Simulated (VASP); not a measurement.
# Al36H in VASP: single point with PBE+D3(BJ)

Aim: the single point of Al36H with PBE+D3(BJ).

Program: VASP 6.6.1. These are calculated values, not measurements. Logs are shortened: lines on timing, memory, paths and dates and some standing lists are left out, and cuts for length are marked.

**1. The cell of the first run**

The cell holds a slab with vacuum, 37 atoms: a = 5.629 Å, b = 5.629 Å, c = 35.907 Å, α = 90.00°, β = 90.00°, γ = 120.00°.

**2. Single point, PBE+D3(BJ)**

INCAR reads:

```
SYSTEM = Al36H
ALGO = Fast ; DIPOL = 0.5 0.5 0.378
EDIFF = 1E-7 ; ENCUT = 520
GGA = PE ; IDIPOL = 3
ISIF = 2 ; ISMEAR = 0
IVDW = 12 ; LASPH = .True.
LCHARG = .False. ; LDIPOL = .True.
LREAL = Auto ; LWAVE = .False.
NBANDS = 78 ; NELM = 100
PREC = Accurate ; SIGMA = 0.1
```

KPOINTS reads:

```
k-points
0
Gamma
  6 6 1
  0 0 0
```

POSCAR reads:

```
Al36H
1.0
    5.6288445219      0.0000000000      0.0000000000
   -2.8144222609      4.8747223499      0.0000000000
    0.0000000000      0.0000000000     35.9073562080
Al H
36 1
Direct
    0.1666666667      0.3333333333      0.1113977865
    0.1666666667      0.8333333333      0.1113977865
    0.6666666667      0.3333333333      0.1113977865
    0.6666666667      0.8333333333      0.1113977865
    0.0000000000      0.0000000000      0.1757372983
    0.0000000000      0.5000000000      0.1757372983
    0.5000000000      0.0000000000      0.1757372983
    0.5000000000      0.5000000000      0.1757372983
    0.3333333333      0.1666666667      0.2400768102
    0.3333333333      0.6666666667      0.2400768102
    0.8333333333      0.1666666667      0.2400768102
    0.8333333333      0.6666666667      0.2400768102
    0.0000000000      0.0000000000      0.3044163221
    0.0000000000      0.5000000000      0.3044163221
    0.5000000000      0.0000000000      0.3044163221
    0.5000000000      0.5000000000      0.3044163221
    0.1666666667      0.3333333333      0.3682539347
    0.1666666667      0.8333333333      0.3682539347
    0.6666666667      0.3333333333      0.3682539347
    0.6666666667      0.8333333333      0.3682539347
    0.0000000000      0.0000000000      0.4320699059
    0.0000000000      0.5000000000      0.4320699059
    0.5000000000      0.0000000000      0.4320699059
    0.5000000000      0.5000000000      0.4320699059
    0.3333333333      0.1666666667      0.4967844642
    0.3333333333      0.6666666667      0.4967844642
    0.8333333333      0.1666666667      0.4967844642
    0.8333333333      0.6666666667      0.4967844642
    0.0000000000      0.0000000000      0.5611166564
    0.0000000000      0.5000000000      0.5611166564
    0.5000000000      0.0000000000      0.5611166564
    0.5000000000      0.5000000000      0.5611166564
    0.1666666667      0.3333333333      0.6268174153
    0.1666666667      0.8333333333      0.6268174153
    0.6666666667      0.3333333333      0.6268174153
    0.6666666667      0.8333333333      0.6268174153
    0.5000000000      0.5000000000      0.7131506998
```

Potentials or basis: VASP PAW PBE potentials, release 64 (Al, H).

The run is started by

```sh
$ cat potpaw_PBE.64/Al/POTCAR potpaw_PBE.64/H/POTCAR > POTCAR
$ mpirun -np 1 vasp_std > vasp.out
```

OUTCAR:

```text
SYSTEM = Al36H
   EDIFF = 1E-7
   ENCUT = 520
   GGA = PE
   ISIF = 2
   ISMEAR = 0
   IVDW = 12
   LASPH = .True.
   LREAL = Auto
   NELM = 100
   PREC = Accurate
 IVDW          = 12

 ion  position               nearest neighbor table
   1  0.167  0.333  0.111-   2 2.81   2 2.81   3 2.81   3 2.81   4 2.81   4 2.81   5 2.82   8 2.82
                             6 2.82
   2  0.167  0.833  0.111-   1 2.81   1 2.81   4 2.81   4 2.81   3 2.81   3 2.81   6 2.82   7 2.82
                             5 2.82
   3  0.667  0.333  0.111-   4 2.81   4 2.81   1 2.81   1 2.81   2 2.81   2 2.81   7 2.82   6 2.82
                             8 2.82
   4  0.667  0.833  0.111-   3 2.81   3 2.81   2 2.81   2 2.81   1 2.81   1 2.81   8 2.82   5 2.82
                             7 2.82
   5  0.000  0.000  0.176-   6 2.81   6 2.81   7 2.81   7 2.81   8 2.81   8 2.81   1 2.82   4 2.82
                             2 2.82  12 2.82   9 2.82  11 2.82
   6  0.000  0.500  0.176-   5 2.81   5 2.81   8 2.81   8 2.81   7 2.81   7 2.81   2 2.82   3 2.82
                             1 2.82  11 2.82  10 2.82  12 2.82
   7  0.500  0.000  0.176-   8 2.81   8 2.81   5 2.81   5 2.81   6 2.81   6 2.81   3 2.82   2 2.82
                             4 2.82  10 2.82  11 2.82   9 2.82
   8  0.500  0.500  0.176-   7 2.81   7 2.81   6 2.81   6 2.81   5 2.81   5 2.81   4 2.82   1 2.82
                             3 2.82   9 2.82  12 2.82  10 2.82
   9  0.333  0.167  0.240-  10 2.81  10 2.81  11 2.81  11 2.81  12 2.81  12 2.81  16 2.82   8 2.82
[... 40 lines left out ...]
                            27 2.82  33 2.86  36 2.86  34 2.86
  30  0.000  0.500  0.561-  29 2.81  29 2.81  32 2.81  32 2.81  31 2.81  31 2.81  27 2.82  26 2.82
                            28 2.82  34 2.86  35 2.86  33 2.86
  31  0.500  0.000  0.561-  32 2.81  32 2.81  29 2.81  29 2.81  30 2.81  30 2.81  26 2.82  27 2.82
                            25 2.82  35 2.86  34 2.86  36 2.86
  32  0.500  0.500  0.561-  31 2.81  31 2.81  30 2.81  30 2.81  29 2.81  29 2.81  25 2.82  28 2.82
                            26 2.82  36 2.86  33 2.86  35 2.86
  33  0.167  0.333  0.627-  34 2.81  34 2.81  35 2.81  35 2.81  36 2.81  36 2.81  29 2.86  32 2.86
                            30 2.86
  34  0.167  0.833  0.627-  33 2.81  33 2.81  36 2.81  36 2.81  35 2.81  35 2.81  30 2.86  31 2.86
                            29 2.86
  35  0.667  0.333  0.627-  36 2.81  36 2.81  33 2.81  33 2.81  34 2.81  34 2.81  31 2.86  30 2.86
                            32 2.86
  36  0.667  0.833  0.627-  35 2.81  35 2.81  34 2.81  34 2.81  33 2.81  33 2.81  32 2.86  29 2.86
                            31 2.86
  37  0.500  0.500  0.713-

  LATTYP: Found a hexagonal cell.
 ALAT       =     5.6288445219
 C/A-ratio  =     6.3791700176

  Lattice vectors:

 A1 = (   5.6288445219,   0.0000000000,   0.0000000000)
 A2 = (  -2.8144222609,   4.8747223499,   0.0000000000)
 A3 = (   0.0000000000,   0.0000000000,  35.9073562080)

Analysis of symmetry for initial positions (statically):
=====================================================================
 Subroutine PRICEL returns:
 Original cell was already a primitive cell.

 Routine SETGRP: Setting up the symmetry group for a
 hexagonal supercell.

 Subroutine GETGRP returns: Found  6 space group operations
 (whereof  2 operations were pure point group operations)
 out of a pool of 24 trial point group operations.

The static configuration has the point symmetry C_1h.
 The point group associated with its full space group is C_3v.

Analysis of symmetry for dynamics (positions and initial velocities):
=====================================================================
 Subroutine PRICEL returns:
 Original cell was already a primitive cell.

 Routine SETGRP: Setting up the symmetry group for a
 hexagonal supercell.

 Subroutine GETGRP returns: Found  6 space group operations
 (whereof  2 operations were pure point group operations)
 out of a pool of 24 trial point group operations.

The dynamic configuration has the point symmetry C_1h.
 The point group associated with its full space group is C_3v.

 Subroutine INISYM returns: Found  6 space group operations
 (whereof  2 operations are pure point group operations),
 and found     1 'primitive' translations

----------------------------------------------------------------------------------------

                                     Primitive cell

  volume of cell :     985.2639

  direct lattice vectors                    reciprocal lattice vectors
     5.628844522  0.000000000  0.000000000     0.177656355  0.102569944  0.000000000
    -2.814422261  4.874722350  0.000000000     0.000000000  0.205139889  0.000000000
     0.000000000  0.000000000 35.907356208     0.000000000  0.000000000  0.027849447

  length of vectors
[... 100 lines left out ...]
     0.000000000  0.000000000  0.000000000

 Subroutine IBZKPT returns following result:
 ===========================================

 Found      7 irreducible k-points:

 Following reciprocal coordinates:
            Coordinates               Weight
  0.000000  0.000000  0.000000      1.000000
  0.166667  0.000000  0.000000      6.000000
  0.333333  0.000000  0.000000      6.000000
  0.500000  0.000000  0.000000      3.000000
  0.166667  0.166667  0.000000      6.000000
  0.333333  0.166667  0.000000     12.000000
  0.333333  0.333333  0.000000      2.000000
   k-points           NKPTS =      7   k-points in BZ     NKDIM =      7   number of bands    NBANDS=     78
   number of dos      NEDOS =    301   number of ions     NIONS =     37
   total plane-waves  NPLWV = 476280
   dimension x,y,z NGX =    42 NGY =   42 NGZ =  270
   dimension x,y,z NGXF=    84 NGYF=   84 NGZF=  540
   ions per type =              36   1
   NGX,Y,Z   is equivalent  to a cutoff of  12.40, 12.40, 12.50 a.u.
   NGXF,Y,Z  is equivalent  to a cutoff of  24.81, 24.81, 25.00 a.u.
 SYSTEM =  Al36H
   PREC   = accura    normal or accurate (medium, high low for compatibility)
   ISTART =      0    job   : 0-new  1-cont  2-samecut
   ICHARG =      2    charge: 1-file 2-atom 10-const
   ISPIN  =      1    spin polarized calculation?
   LNONCOLLINEAR =      F non collinear calculations
   LSORBIT =      F    spin-orbit coupling
   LASPH  =      T    aspherical Exc in radial PAW
   ENCUT  =  520.0 eV  38.22 Ry    6.18 a.u.  10.47 10.47 66.76*2*pi/ulx,y,z
   NELM   =    100;   NELMIN=  2; NELMDL= -5     # of ELM steps
   EDIFF  = 0.1E-06   stopping-criterion for ELM
   LREAL  =      T    real-space projection
   EDIFFG = 0.1E-05   stopping-criterion for IOM
   NSW    =      0    number of steps for IOM
   IBRION =     -1    ionic relax: 0-MD 1-quasi-New 2-CG
   NFREE  =      0    steps in history (QN), initial steepest desc. (CG)
   ISIF   =      2    stress and relaxation
   ISYM   =      2    0-nonsym 1-usesym 2-fastsym
   POTIM  = 0.5000    time-step for ionic-motion
   TEBEG  =    0.0;   TEEND  =   0.0 temperature during run
   PSTRESS=    0.0 pullay stress
   NELECT =     109.0000    total number of electrons
   NUPDOWN=      -1.0000    fix difference up-down
   EMIN   =  10.00;   EMAX   =-10.00  energy-range for DOS
   EFERMI =   0.00;   METHOD = LEGACY
   ISMEAR =     0;   SIGMA  =   0.10  broadening in eV -4-tet -1-fermi 0-gaus
   EFERMI_NEDOS =   21; number of points for ismear=-14 and -15
   IALGO  =     68    algorithm
   IMIX   =      4    mixing-type and parameters
     AMIX     =   0.40;   BMIX     =  1.00
     AMIX_MAG =   1.60;   BMIX_MAG =  1.00
  volume/ion in A,a.u.               =      26.63       179.70
  Fermi-wavevector in a.u.,A,eV,Ry     =   0.785898  1.485132  8.403442  0.617636
  Thomas-Fermi vector in A             =   1.890327
   LORBIT       =      0    0 simple, 1 ext, 2 COOP (PROOUT), +10 PAW based schemes
   GGA     = PE    functional components
   LHFCALC =     F    Hartree Fock is set to
   AEXX    =    0.0000 exact exchange contribution
   IVDW    =    12    specifies the selected vdW correction
   LEPSILON=     F    determine dielectric tensor
   LRPA    =     F    only Hartree local field effects (RPA)
 non-spin polarized calculation
 RMM-DIIS sequential band-by-band and
 Gauss-broadening in eV      SIGMA  =   0.10
  energy-cutoff  :      520.00
  volume of cell :      985.26
 maximum number of plane-waves:     26641
 NGX is ok and might be reduce to    42
   NGX = 21   NGY = 21   NGZ =133

 dipolmoment           0.000000      0.000000     -0.252640 electrons x Angstroem

 number of electron     109.0000000 magnetization

 dipolmoment           0.000000      0.000000      0.308240 electrons x Angstroem

 Free energy of the ion-electron system (eV)
  ---------------------------------------------------
  ext. energy  EPLUGINS =         0.00000000
  ---------------------------------------------------
  free energy    TOTEN  =      -132.40278602 eV

  energy without entropy =     -132.30996990  energy(sigma->0) =     -132.35637796

 E-fermi :   2.8139     XC(G=0):  -6.6596

 val. band max:        2.8102966743   @ k =   0.1667   0.0000   0.0000
 cond. band min:       2.8551613325   @ k =   0.3333   0.0000   0.0000
 fundamental gap:      0.0448646582
 Fermi energy:         2.8139176380

 k-point     1 :       0.0000    0.0000    0.0000
  band No.  band energies     occupation
      1      -8.4917      2.00000
      2      -8.2272      2.00000
      3      -7.8409      2.00000
      4      -7.2878      2.00000
      5      -6.6085      2.00000
      6      -5.7943      2.00000
[... 472 lines left out ...]
     65       5.4270      0.00000
     66       5.4278      0.00000
 [bands above 66 left out]

------------------------ aborting loop because EDIFF is reached ----------------------------------------

 vacuum level on the upper side and lower side of the slab       (xc-potential included)         0.875        -1.119

 Edisp (eV)  -11.25954

 E8    (eV) :    -5.1028

  FORCE on cell =-STRESS in cart. coord.  units (eV):
  Direction    XX          YY          ZZ          XY          YZ          ZX
  --------------------------------------------------------------------------------------
  -------------------------------------------------------------------------------------
  Total      -3.96753    -3.96753    -1.63274    -0.00000     0.00000     0.00000
  in kB      -6.45176    -6.45176    -2.65507    -0.00000     0.00000     0.00000
  external pressure =       -5.19 kB  Pullay stress =        0.00 kB

 VOLUME and BASIS-vectors are now :
 -----------------------------------------------------------------------------
  energy-cutoff  :      520.00
  volume of cell :      985.26
      direct lattice vectors                 reciprocal lattice vectors
     5.628844522  0.000000000  0.000000000     0.177656355  0.102569944  0.000000000
    -2.814422261  4.874722350  0.000000000     0.000000000  0.205139889  0.000000000
     0.000000000  0.000000000 35.907356208     0.000000000  0.000000000  0.027849447

 POSITION                                       TOTAL-FORCE (eV/Angst)
 -----------------------------------------------------------------------------------
      0.00000      1.62491      4.00000         0.025990      0.015005     -0.108126
     -1.40721      4.06227      4.00000         0.000000      0.000000     -0.112191
      2.81442      1.62491      4.00000        -0.025990      0.015005     -0.108126
      1.40721      4.06227      4.00000        -0.000000     -0.030010     -0.108126
      0.00000      0.00000      6.31026        -0.001639      0.000946      0.126802
     -1.40721      2.43736      6.31026        -0.000000     -0.001892      0.126802
[... 29 lines left out ...]
      1.40721      4.06227     22.50736        -0.000000     -0.070116      0.287124
      1.40721      2.43736     25.60736         0.000000      0.000000     -0.844017
 -----------------------------------------------------------------------------------
    total drift:                               -0.000000      0.000000     -0.028499

  FREE ENERGIE OF THE ION-ELECTRON SYSTEM (eV)
  ---------------------------------------------------
  free  energy   TOTEN  =      -143.6623262565 eV

  energy  without entropy=     -143.5695101302  energy(sigma->0) =     -143.61591819

 vacuum level on the upper side and lower side of the slab         8.828         6.806
```

Run time: 50 min. Hardware: 1 thread of Oxide Virtual Turin-like, shared host; peak memory 1 GiB.

Results:

```
Free energy                : -143.6623 eV
Largest force              : 0.844 eV/Å
Band gap on the k mesh     : zero (an odd number of electrons rules out a gap without spin polarisation)
Dispersion energy per atom : -0.304 eV
```

Forces in eV/Å, atoms in the order of the input:
```
Al   0.026  0.015 -0.108
Al   0.000  0.000 -0.112
Al  -0.026  0.015 -0.108
Al   0.000 -0.030 -0.108
Al  -0.002  0.001  0.127
Al   0.000 -0.002  0.127
Al   0.002  0.001  0.127
Al   0.000  0.000  0.090
Al   0.000  0.031 -0.023
Al   0.027 -0.016 -0.023
Al   0.000  0.000 -0.030
Al  -0.027 -0.016 -0.023
Al   0.008 -0.005  0.008
Al   0.000  0.009  0.008
Al  -0.008 -0.005  0.008
Al   0.000  0.000  0.054
Al   0.023  0.013  0.001
Al   0.000  0.000  0.001
Al  -0.023  0.013  0.001
Al   0.000 -0.026  0.001
Al   0.010 -0.006  0.021
Al   0.000  0.012  0.021
Al  -0.010 -0.006  0.021
Al   0.000  0.000 -0.017
Al   0.000  0.001 -0.021
Al   0.001  0.000 -0.021
Al   0.000  0.000  0.018
Al  -0.001  0.000 -0.021
Al  -0.023  0.013 -0.028
Al   0.000 -0.026 -0.028
Al   0.023  0.013 -0.028
Al   0.000  0.000  0.042
Al   0.061  0.035  0.287
Al   0.000  0.000  0.010
Al  -0.061  0.035  0.287
Al   0.000 -0.070  0.287
H    0.000  0.000 -0.844
```

The gap in the log of VASP goes by the Fermi energy; the results here count the filled bands.